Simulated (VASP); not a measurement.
Wanted: the native input for a VASP 6.6.1 run.

```yaml
Task: single point
Functional: PBE
Potentials_or_basis: VASP PAW PBE potentials, release 64 (Ag)
Cutoff: 520 eV
k_mesh: 17 × 17 × 17
Occupations: fermi-dirac, width 0.1 eV
Spin: no spin polarisation
Dipole_correction: no
Further_INCAR_settings: ALGO = Normal; EDIFF = 1e-06; NBANDS = 12
```

The structure of Ag lies in POSCAR:

```
Ag
1.0
    2.2461970885      0.0000000000      0.0000000000
    0.0000000000      2.2461970885      0.0000000000
    0.0000000000      0.0000000000      2.2461970885
Ag
1
Direct
    0.0000000000      0.0000000000      0.0000000000
```

One way to write it, as run:

INCAR

```
SYSTEM = Ag
  PREC = Accurate
  ENCUT = 520
  EDIFF = 1E-6
  ISMEAR = -1
  SIGMA = 0.1
  LREAL = .False.
  LASPH = .True.
  NELM = 80
  ALGO = Normal
  ISIF = 2
  LWAVE = .False.
  LCHARG = .False.
  GGA = PE
  NBANDS = 12
```

KPOINTS

```
regular mesh
0
Gamma
  17 17 17
  0 0 0
```

Potentials or basis: VASP PAW PBE potentials, release 64 (Ag).

Launch:

```sh
$ cat potpaw_PBE.64/Ag/POTCAR > POTCAR
$ mpirun -np 1 vasp_std > vasp.out
```

Results of the run:

```yaml
Pressure: 217.4 GPa
```

It took 11 s on 1 thread of Intel(R) Xeon(R) 6975P-C (Granite Rapids), with other jobs on the host, peak memory 0.13 GiB.
